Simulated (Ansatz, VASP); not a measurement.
Mg3Zn2O in VASP and in Ansatz

INCAR

```
SYSTEM = Mg3Zn2O
PREC     = Accurate       ! precision mode
ENCUT    = 600            ! plane-wave cutoff, eV
EDIFF    = 1E-6           ! SCF threshold, eV
ISMEAR   = 0              ! smearing method
SIGMA    = 0.1            ! smearing width, eV
LREAL    = .False.        ! projectors in reciprocal space
LASPH    = .True.         ! aspherical terms in the spheres
NELM     = 80             ! most SCF steps
ALGO     = Fast           ! electronic algorithm
ISIF     = 3              ! what is computed and relaxed
LWAVE    = .False.        ! write WAVECAR
LCHARG   = .False.        ! write CHGCAR
GGA      = PE             ! functional
IBRION   = 2              ! ionic algorithm
NSW      = 100            ! ionic steps
EDIFFG   = -0.01          ! ionic threshold
```

KPOINTS

```
regular mesh
0
Gamma
  10 10 8
  0 0 0
```

POSCAR

```
Mg3Zn2O
1.0
    2.3124560271     -5.9749637408      0.0000000000
    2.3124560271      5.9749637408      0.0000000000
    0.0000000000      0.0000000000      4.5465773212
Mg Zn O
3 2 1
Direct
    0.3461424147      0.6538575853      0.0000000000
    0.6538575853      0.3461424147      0.0000000000
    0.0000000000      0.0000000000      0.5000000000
    0.0000000000      0.5000000000      0.5000000000
    0.5000000000      0.0000000000      0.5000000000
    0.5000000000      0.5000000000      0.0000000000
```

Input for Ansatz:

```yaml
crystal:
  lattice:
    - [2.3124560271, -5.9749637408, 0.0]
    - [2.3124560271, 5.9749637408, 0.0]
    - [0.0, 0.0, 4.5465773212]
  atoms:
    - { symbol: Mg, position: [0.3461424147, 0.6538575853, 0.0] }
    - { symbol: Mg, position: [0.6538575853, 0.3461424147, 0.0] }
    - { symbol: Mg, position: [0.0, 0.0, 0.5] }
    - { symbol: Zn, position: [0.0, 0.5, 0.5] }
    - { symbol: Zn, position: [0.5, 0.0, 0.5] }
    - { symbol: O, position: [0.5, 0.5, 0.0] }
basis:
  ecutwfc: 420
kpoints:
  mp_grid: { grid: [10, 10, 8] }
hamiltonian:
  xc: pbe
scf:
  occupations: { method: gaussian, width: 0.1 }
output:
  forces: true
  stress: true
  eigenvalues: true
relax:
  adjacent_minimum: "off"
  f_tol: 0.01
  max_steps: 80
  cell: { stress_tol: 0.05 }
```

Change from the starting cell: species swapped into the CeGa2Cu3 type (Cmmm, No. 65).

Alike in both runs: task relaxation of cell and atoms; functional PBE; k mesh 10 × 10 × 8; occupations gaussian, width 0.1 eV; no spin polarisation.

```csv
,VASP,Ansatz
version,VASP 6.6.1,Ansatz 0.2.0
potentials or method,"VASP PAW PBE potentials, release 64 (Mg, Zn, O), cutoff 600 eV","scalar-relativistic, plane waves, PAW"
valence electrons in the cell,36,60
```

|  | VASP | Ansatz | Ansatz less VASP |
| --- | --- | --- | --- |
| gap on the k mesh at the Fermi level, each at its own relaxed structure (eV) | none | none | - |
| relaxed volume (Å³/atom) | 20.93 | 20.94 | +0.010 |
| relaxed length of the cell vector where the two differ most in proportion (Å) | 4.497 | 4.509 | +0.0117 |

A gap of «none» marks a metal or a gap that the smearing closes. VASP's potentials hold 36 valence electrons a cell and Ansatz's 60, so a difference there can come from the potentials and not from the codes.
